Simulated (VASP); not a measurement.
Set up this calculation in VASP 6.6.1, as the native input.

```yaml
Task: single point
Functional: LDA
Potentials_or_basis: VASP PAW LDA potentials, release 64 (Si, C)
Cutoff: 600 eV
k_mesh: 10 × 10 × 10
Occupations: gaussian, width 0.02 eV
Spin: no spin polarisation
Dipole_correction: no
Further_INCAR_settings: ALGO = Normal; EDIFF = 1e-06; NBANDS = 11
```

The structure of SiC (lda) lies in POSCAR:

```
SiC
1.0
   -0.0140111260      2.1721676711      2.1861787971
    2.1721676711     -0.0140111260      2.1861787971
    2.1581565452      2.1581565452      0.0000000000
Si C
1 1
Direct
   -0.0006011847     -0.0006011847      0.0006011847
    0.2506011847      0.2506011847      0.2493988153
```

This cell differs from its parent crystal: strained cell.

One way to write it, as run:

INCAR

```
PREC     = Accurate       # precision mode
ENCUT    = 600            # plane-wave cutoff, eV
EDIFF    = 1E-6           # SCF threshold, eV
ISMEAR   = 0              # smearing method
SIGMA    = 0.02           # smearing width, eV
LREAL    = False          # projectors in reciprocal space
LASPH    = True           # aspherical terms in the spheres
NELM     = 120            # most SCF steps
ALGO     = Normal         # electronic algorithm
ISIF     = 2              # what is computed and relaxed
LWAVE    = False          # write WAVECAR
LCHARG   = True           # write CHGCAR
GGA      = CA             # functional
LELF     = True           # ELF
LVHAR    = True         
NBANDS   = 11             # bands
GGA_COMPAT= False
```

KPOINTS

```
regular mesh
0
Gamma
  10 10 10
```

Potentials or basis: VASP PAW LDA potentials, release 64 (Si, C).

Run with:

```sh
$ cat potpaw_LDA.64/Si/POTCAR potpaw_LDA.64/C/POTCAR > POTCAR
$ mpirun -np 1 vasp_std > vasp.out
```

Results of the run:

| Item | Value |
| --- | --- |
| Pressure | -3.5 GPa |
| Band gap on the k mesh | 1.20 eV, indirect (least direct gap 4.37 eV) |

Caveat: the cell differs from its parent crystal (strained cell).

Run time: 17 s on 1 thread of Intel(R) Xeon(R) 6975P-C (Granite Rapids), on a shared host, peak memory 0.16 GiB.
